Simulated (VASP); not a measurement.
# Be16H (a cell with a defect) in VASP: a series of runs

The runs below take Be16H (a cell with a defect) through single point, with PBE+D3(BJ).

All numbers are computed with VASP 6.6.1; they aren't measurements. Logs are shortened: lines on timing, memory, paths and dates and some standing lists are left out, and cuts for length are marked.

### Step 1. The cell of the first run

The cell holds a defect, 17 atoms: a = 4.580 Å, b = 3.966 Å, c = 7.177 Å, α = 90.00°, β = 90.00°, γ = 90.00°.

### Step 2. Single point, PBE+D3(BJ)

Contents of INCAR:

```
SYSTEM = Be16H
PREC = Accurate
ENCUT = 520
EDIFF = 1E-6
ISMEAR = -1
SIGMA = 0.15
LREAL = Auto
LASPH = .TRUE.
NELM = 60
ALGO = Normal
ISIF = 2
LWAVE = .FALSE.
LCHARG = .TRUE.
GGA = PE
IVDW = 12
LELF = .TRUE.
LVHAR = .TRUE.
NBANDS = 30
```

Contents of KPOINTS:

```
Automatic mesh
0
G
  5 6 4
  0 0 0
```

Contents of POSCAR:

```
Be16H
1.0
   -2.2900000000     -3.9663960000      0.0000000000
    3.4350000000     -1.9831980000      0.0000000000
    0.0000000000      0.0000000000      7.1768600000
Be H
16 1
Direct
    0.7502392346      0.4986607998      0.0037853602
    0.4991399255      0.3320976505      0.2509702015
    0.7502216646      0.5086601491      0.4972979827
    0.4890759648      0.3368695660      0.7547223995
    0.4984202565     -0.0027975582      0.0012118113
    0.2500847962      0.8266888452      0.2463566239
    0.4932491494     -0.0084164331      0.4958575199
    0.2503881749      0.8290122039      0.7491447513
    0.2502947543      0.4981196470      0.0021096970
    0.0010466987      0.3320683959      0.2509543171
    0.2502664524      0.4971718125      0.4988542343
    0.0116566310      0.3374106798      0.7547694953
    0.0019567977     -0.0027341872      0.0011486918
    0.7501029658      0.8373085274      0.2484919589
    0.0070997072     -0.0084001952      0.4959029436
    0.7501447167      0.8246271911      0.7539811282
    0.7506370692      0.1759749311      0.6667747455
```

Potentials or basis: VASP PAW PBE potentials, release 64 (Be, H).

Command:

```console
$ cat potpaw_PBE.64/Be/POTCAR potpaw_PBE.64/H/POTCAR > POTCAR
$ mpirun -np 1 vasp_std > vasp.out
```

OUTCAR:

```text
SYSTEM = Be16H
   PREC = Accurate
   ENCUT = 520
   EDIFF = 1E-6
   ISMEAR = -1
   LREAL = Auto
   LASPH = .TRUE.
   NELM = 60
   ISIF = 2
   GGA = PE
   IVDW = 12
 IVDW          = 12

 ion  position               nearest neighbor table
   1  0.750  0.499  0.004-  16 2.21  14 2.21  10 2.21   2 2.21  12 2.24   4 2.24  13 2.29   5 2.29
                             9 2.29   9 2.29  13 2.30   5 2.30
   2  0.499  0.332  0.251-  11 2.21   1 2.21   7 2.22   9 2.22   3 2.22   5 2.23   6 2.27  14 2.27
                            10 2.28  10 2.30   6 2.31  14 2.31
   3  0.750  0.509  0.497-  14 2.21  10 2.22   2 2.22  16 2.23  15 2.25   7 2.25  11 2.29  11 2.29
                             4 2.30  12 2.30  15 2.36   7 2.36
   4  0.489  0.337  0.755-  17 1.50   9 2.18  12 2.19   5 2.22  11 2.23   8 2.24   1 2.24  16 2.27
                             8 2.29   3 2.30   7 2.31  16 2.36
   5  0.498  0.997  0.001-   6 2.20  14 2.21  16 2.22   4 2.22   2 2.23   8 2.24  13 2.27   9 2.28
                             9 2.29   1 2.29   1 2.30  13 2.31
   6  0.250  0.827  0.246-   9 2.18  13 2.20   5 2.20  15 2.21   7 2.21  11 2.23   2 2.27  10 2.27
                            14 2.29  14 2.29  10 2.31   2 2.31
   7  0.493  0.992  0.496-   6 2.21  14 2.22   2 2.22   8 2.23  15 2.23   3 2.25  11 2.25  16 2.29
                            11 2.29   4 2.31  15 2.35   3 2.36
   8  0.250  0.829  0.749-   7 2.23  11 2.23  15 2.23  12 2.24   4 2.24   5 2.24  13 2.24   9 2.24
                            16 2.29  16 2.29   4 2.29  12 2.29
   9  0.250  0.498  0.002-  12 2.18   4 2.18   6 2.18   2 2.22  10 2.22   8 2.24   5 2.28  13 2.28
                             5 2.29  13 2.29   1 2.29   1 2.29
  10  0.001  0.332  0.251-  11 2.21   1 2.21  15 2.22   9 2.22   3 2.22  13 2.23   6 2.27  14 2.27
                             2 2.28   2 2.30   6 2.31  14 2.31
  11  0.250  0.497  0.499-   2 2.21  10 2.21   8 2.23  12 2.23   4 2.23   6 2.23   7 2.25  15 2.26
                             3 2.29   3 2.29   7 2.29  15 2.29
  12  0.012  0.337  0.755-  17 1.50   9 2.18   4 2.19  13 2.22  11 2.23   8 2.24   1 2.24  16 2.27
                             8 2.29   3 2.30  15 2.31  16 2.36
  13  0.002  0.997  0.001-   6 2.20  14 2.21  16 2.22  12 2.22  10 2.23   8 2.24   5 2.27   9 2.28
                             9 2.29   1 2.29   1 2.30   5 2.31
  14  0.750  0.837  0.248-   5 2.21  13 2.21   3 2.21   1 2.21   7 2.22  15 2.22  10 2.27   2 2.27
                             6 2.29   6 2.29   2 2.31  10 2.31
  15  0.007  0.992  0.496-   6 2.21  14 2.22  10 2.22   7 2.23   8 2.23   3 2.25  11 2.26  16 2.29
                            11 2.29  12 2.31   7 2.35   3 2.36
  16  0.750  0.825  0.754-  17 1.53   1 2.21  13 2.22   5 2.22   3 2.23  12 2.27   4 2.27   8 2.29
                             8 2.29  15 2.29   7 2.29   4 2.36  12 2.36
  17  0.751  0.176  0.667-  12 1.50   4 1.50  16 1.53

  LATTYP: Found a simple orthorhombic cell.
 ALAT       =     3.9663962620
 B/A-ratio  =     1.1547004875
 C/A-ratio  =     1.8094157835

  Lattice vectors:

 A1 = (  -3.4350000000,   1.9831980000,   0.0000000000)
 A2 = (  -2.2900000000,  -3.9663960000,   0.0000000000)
 A3 = (   0.0000000000,   0.0000000000,   7.1768600000)

Analysis of symmetry for initial positions (statically):
=====================================================================
 Subroutine PRICEL returns:
 Original cell was already a primitive cell.

 Routine SETGRP: Setting up the symmetry group for a
 simple orthorhombic supercell.

 Subroutine GETGRP returns: Found  1 space group operations
 (whereof  1 operations were pure point group operations)
 out of a pool of  8 trial point group operations.

The static configuration has the point symmetry C_1 .

Analysis of symmetry for dynamics (positions and initial velocities):
=====================================================================
 Subroutine PRICEL returns:
 Original cell was already a primitive cell.

 Routine SETGRP: Setting up the symmetry group for a
 simple orthorhombic supercell.

 Subroutine GETGRP returns: Found  1 space group operations
 (whereof  1 operations were pure point group operations)
 out of a pool of  8 trial point group operations.

The dynamic configuration has the point symmetry C_1 .

 Subroutine INISYM returns: Found  1 space group operations
 (whereof  1 operations are pure point group operations),
 and found     1 'primitive' translations

----------------------------------------------------------------------------------------

                                     Primitive cell

  volume of cell :     130.3755

  direct lattice vectors                    reciprocal lattice vectors
[... 58 lines left out ...]
     0.036390102 -0.021009837  0.000000000    -0.000000000  0.166666667  0.000000000
     0.000000000  0.000000000  0.034834175     0.000000000  0.000000000  0.250000000

  Length of vectors
     0.043668125  0.042019671  0.034834175

  Shift w.r.t. Gamma in fractional coordinates (k-lattice)
     0.000000000  0.000000000  0.000000000

 Subroutine IBZKPT returns following result:
 ===========================================

 Found     62 irreducible k-points:

 Following reciprocal coordinates:
            Coordinates               Weight
  0.000000  0.000000  0.000000      1.000000
  0.200000  0.000000  0.000000      2.000000
  0.400000  0.000000  0.000000      2.000000
  0.000000  0.166667  0.000000      2.000000
  0.200000  0.166667  0.000000      2.000000
 -0.200000  0.166667  0.000000      2.000000
[... 16 lines left out ...]
  0.000000  0.166667 -0.250000      2.000000
  0.200000  0.166667  0.250000      2.000000
 [... further k-points ...]
   k-points           NKPTS =     62   k-points in BZ     NKDIM =     62   number of bands    NBANDS=     30
   number of dos      NEDOS =    301   number of ions     NIONS =     17
   total plane-waves  NPLWV =  58320
   dimension x,y,z NGX =    36 NGY =   30 NGZ =   54
   dimension x,y,z NGXF=    72 NGYF=   60 NGZF=  108
   ions per type =              16   1
   NGX,Y,Z   is equivalent  to a cutoff of  13.07, 12.57, 12.51 a.u.
   NGXF,Y,Z  is equivalent  to a cutoff of  26.13, 25.15, 25.02 a.u.
 SYSTEM =  Be16H
   PREC   = accura    normal or accurate (medium, high low for compatibility)
   ISTART =      0    job   : 0-new  1-cont  2-samecut
   ICHARG =      2    charge: 1-file 2-atom 10-const
   ISPIN  =      1    spin polarized calculation?
   LNONCOLLINEAR =      F non collinear calculations
   LSORBIT =      F    spin-orbit coupling
   LASPH  =      T    aspherical Exc in radial PAW
   ENCUT  =  520.0 eV  38.22 Ry    6.18 a.u.   8.52  7.37 13.34*2*pi/ulx,y,z
   NELM   =     60;   NELMIN=  2; NELMDL= -5     # of ELM steps
   EDIFF  = 0.1E-05   stopping-criterion for ELM
   LREAL  =      T    real-space projection
   EDIFFG = 0.1E-04   stopping-criterion for IOM
   NSW    =      0    number of steps for IOM
   IBRION =     -1    ionic relax: 0-MD 1-quasi-New 2-CG
   NFREE  =      0    steps in history (QN), initial steepest desc. (CG)
   ISIF   =      2    stress and relaxation
   ISYM   =      2    0-nonsym 1-usesym 2-fastsym
   POTIM  = 0.5000    time-step for ionic-motion
   TEBEG  =    0.0;   TEEND  =   0.0 temperature during run
   PSTRESS=    0.0 pullay stress
   NELECT =      33.0000    total number of electrons
   NUPDOWN=      -1.0000    fix difference up-down
   EMIN   =  10.00;   EMAX   =-10.00  energy-range for DOS
   EFERMI =   0.00;   METHOD = LEGACY
   ISMEAR =    -1;   SIGMA  =   0.15  broadening in eV -4-tet -1-fermi 0-gaus
   EFERMI_NEDOS =   21; number of points for ismear=-14 and -15
   IALGO  =     38    algorithm
   IMIX   =      4    mixing-type and parameters
     AMIX     =   0.40;   BMIX     =  1.00
     AMIX_MAG =   1.60;   BMIX_MAG =  1.00
  volume/ion in A,a.u.               =       7.67        51.75
  Fermi-wavevector in a.u.,A,eV,Ry     =   1.035573  1.956950 14.591049  1.072412
  Thomas-Fermi vector in A             =   2.169923
   LORBIT       =      0    0 simple, 1 ext, 2 COOP (PROOUT), +10 PAW based schemes
   GGA     = PE    functional components
   LHFCALC =     F    Hartree Fock is set to
   AEXX    =    0.0000 exact exchange contribution
   IVDW    =    12    specifies the selected vdW correction
   LEPSILON=     F    determine dielectric tensor
   LRPA    =     F    only Hartree local field effects (RPA)
 non-spin polarized calculation
  energy-cutoff  :      520.00
  volume of cell :      130.38
 maximum number of plane-waves:      3532
 NGX is ok and might be reduce to    36
   NGX = 17   NGY = 15   NGZ = 27

 number of electron      33.0000000 magnetization

 Free energy of the ion-electron system (eV)
  ---------------------------------------------------
  ext. energy  EPLUGINS =         0.00000000
  ---------------------------------------------------
  free energy    TOTEN  =       -61.73236508 eV

  energy without entropy =      -61.58703206  energy(sigma->0) =      -61.65969857

 E-fermi :   7.3127     XC(G=0): -10.5837

 val. band max:        7.3090114010   @ k =   0.2000   0.0000   0.0000
 cond. band min:       7.3137838020   @ k =  -0.2000   0.3333   0.0000
 fundamental gap:      0.0047724010
 Fermi energy:         7.3126683324

 k-point     1 :       0.0000    0.0000    0.0000
  band No.  band energies     occupation
      1      -5.1238      2.00000
      2      -2.9979      2.00000
      3      -2.1818      2.00000
      4      -0.2197      2.00000
      5       0.9708      2.00000
      6       1.5397      2.00000
[... 733 lines left out ...]
     27      11.9453      0.00000
     28      12.2722      0.00000

 [... further k-points ...]

 [bands above 28 left out]

------------------------ aborting loop because EDIFF is reached ----------------------------------------

 Edisp (eV)   -5.70781

 E8    (eV) :    -1.9581

  FORCE on cell =-STRESS in cart. coord.  units (eV):
  Direction    XX          YY          ZZ          XY          YZ          ZX
  --------------------------------------------------------------------------------------
  -------------------------------------------------------------------------------------
  Total      -5.31119    -4.84477    -6.39927     0.40307    -0.07979     0.13635
  in kB     -65.26896   -59.53714   -78.64032     4.95325    -0.98053     1.67555
  external pressure =      -67.82 kB  Pullay stress =        0.00 kB

 VOLUME and BASIS-vectors are now :
 -----------------------------------------------------------------------------
  energy-cutoff  :      520.00
  volume of cell :      130.38
      direct lattice vectors                 reciprocal lattice vectors
    -2.290000000 -3.966396000  0.000000000    -0.109170306 -0.189088533  0.000000000
     3.435000000 -1.983198000  0.000000000     0.218340611 -0.126059022  0.000000000
     0.000000000  0.000000000  7.176860000     0.000000000  0.000000000  0.139336702

 POSITION                                       TOTAL-FORCE (eV/Angst)
 -----------------------------------------------------------------------------------
     -0.00515     -3.96469      0.02717        -0.031641      0.019251      0.028847
     -0.00227     -2.63840      1.80118        -0.002821     -0.002062      0.049297
      0.02924     -3.98445      3.56904         0.009294     -0.004467      0.069034
      0.03716     -2.60795      5.41654        -0.035853     -0.033635      0.066040
      2.28401     -3.95458      0.00870         0.003808     -0.015708      0.011764
      2.26698     -2.63142      1.76807         0.006856     -0.006074      0.016245
[... 9 lines left out ...]
      1.11476     -4.61077      5.41122         0.018846     -0.011803      0.069685
     -1.11449     -3.32632      4.78535         0.009295     -0.004486     -0.712846
 -----------------------------------------------------------------------------------
    total drift:                               -0.001700      0.000947      0.000204

  FREE ENERGIE OF THE ION-ELECTRON SYSTEM (eV)
  ---------------------------------------------------
  free  energy   TOTEN  =       -67.4401730312 eV

  energy  without entropy=      -67.2948400132  energy(sigma->0) =      -67.36750652
```

Wall time 8.7 min (1 thread of Oxide Virtual Turin-like, shared host); peak memory 0.28 GiB.

What came out:

* Free energy: -67.4402 eV
* Pressure: -6.8 GPa
* Largest force: 0.713 eV/Å
* Band gap on the k mesh: zero (an odd number of electrons rules out a gap without spin polarisation)
* Dispersion energy per atom: -0.336 eV

Forces in eV/Å, atoms in the order of the input:
```
Be  -0.032  0.019  0.029
Be  -0.003 -0.002  0.049
Be   0.009 -0.004  0.069
Be  -0.036 -0.034  0.066
Be   0.004 -0.016  0.012
Be   0.007 -0.006  0.016
Be   0.002  0.017  0.052
Be  -0.011  0.009  0.043
Be   0.012 -0.005  0.043
Be  -0.002 -0.002  0.051
Be   0.012 -0.006  0.050
Be   0.007  0.058  0.064
Be   0.013  0.004  0.015
Be   0.001 -0.004  0.033
Be  -0.014 -0.011  0.051
Be   0.019 -0.012  0.070
H    0.009 -0.004 -0.713
```

### Step 3. Single point, PBE+D3(BJ)

Contents of INCAR:

```
  ALGO = Normal
  EDIFF = 1E-7
  ENCUT = 520
  GGA = PE
  ISIF = 2
  ISMEAR = -1
  IVDW = 12
  LASPH = T
  LCHARG = F
  LREAL = Auto
  LWAVE = F
  NBANDS = 30
  NELM = 80
  PREC = Accurate
  SIGMA = 0.15
```

Contents of KPOINTS:

```
k-points
0
Gamma
  5 6 4
```

Contents of POSCAR:

```
Be16H
1.0
   -2.2900000000     -3.9663960000      0.0000000000
    3.4350000000     -1.9831980000      0.0000000000
    0.0000000000      0.0000000000      7.1768600000
Be H
16 1
Direct
    0.7502340848      0.5027493608      0.0045995045
    0.4991000892      0.3326099576      0.2505165212
    0.7502548614      0.5085352642      0.4957017414
    0.4844197458      0.3394317956      0.7535668802
    0.4973834500     -0.0037327218      0.0030817098
    0.2500461822      0.8265189977      0.2478420925
    0.4946310893     -0.0070526362      0.4951978999
    0.2502099959      0.8301234034      0.7493639280
    0.2502713762      0.4967026059      0.0016769172
    0.0009872029      0.3325731280      0.2505069069
    0.2502373884      0.4958246345      0.4988089499
    0.0162609450      0.3398741089      0.7535583807
    0.0028576892     -0.0036838113      0.0029529627
    0.7500618271      0.8372455849      0.2490100127
    0.0057073956     -0.0070672676      0.4952717484
    0.7501930898      0.8206649711      0.7527716857
    0.7509327082      0.1752838142      0.7085547161
```

Potentials or basis: VASP PAW PBE potentials, release 64 (Be, H).

Command:

```console
$ cat potpaw_PBE.64/Be/POTCAR potpaw_PBE.64/H/POTCAR > POTCAR
$ mpirun -np 1 vasp_std > vasp.out
```

Wall time 9.5 min (1 thread of Oxide Virtual Turin-like, shared host); peak memory 0.29 GiB.

It converged, with:

```
Free energy                : -67.1981 eV
Pressure                   : -6.0 GPa
Largest force              : 0.708 eV/Å
Band gap on the k mesh     : zero (an odd number of electrons rules out a gap without spin polarisation)
Dispersion energy per atom : -0.336 eV
```

Forces on the atoms (eV/Å):
```
Be  -0.028  0.019  0.035
Be  -0.003 -0.006  0.048
Be   0.024 -0.010  0.050
Be  -0.029 -0.032  0.095
Be   0.004 -0.024  0.013
Be   0.005 -0.004 -0.003
Be  -0.004  0.019  0.033
Be  -0.017  0.002  0.032
Be   0.009 -0.002  0.035
Be   0.000 -0.001  0.049
Be  -0.001  0.001  0.053
Be   0.013  0.028  0.102
Be   0.021  0.005  0.023
Be   0.001 -0.004  0.021
Be  -0.015 -0.006  0.028
Be  -0.004  0.008  0.093
H    0.022  0.009 -0.707
```

Stress tensor (GPa, compression positive):
```
-6.26  0.72  0.11
 0.72 -5.41 -0.07
 0.11 -0.07 -6.23
```

Levels at points of the mesh, in eV from the Fermi level:
```tsv
k point	band 14	band 15	band 16	band 17	band 18	band 19
(0.00, 0.00, 0.00)	-3.50	-0.60	0.27	0.53	0.90	1.03
(0.00, 0.50, 0.00)	-3.51	-2.47	-2.43	-0.19	0.88	0.92
(0.00, 0.00, 0.50)	-1.89	-1.85	-1.79	0.32	1.61	1.78
(0.00, 0.50, 0.50)	-3.59	-3.46	-3.40	0.83	1.85	1.87
```
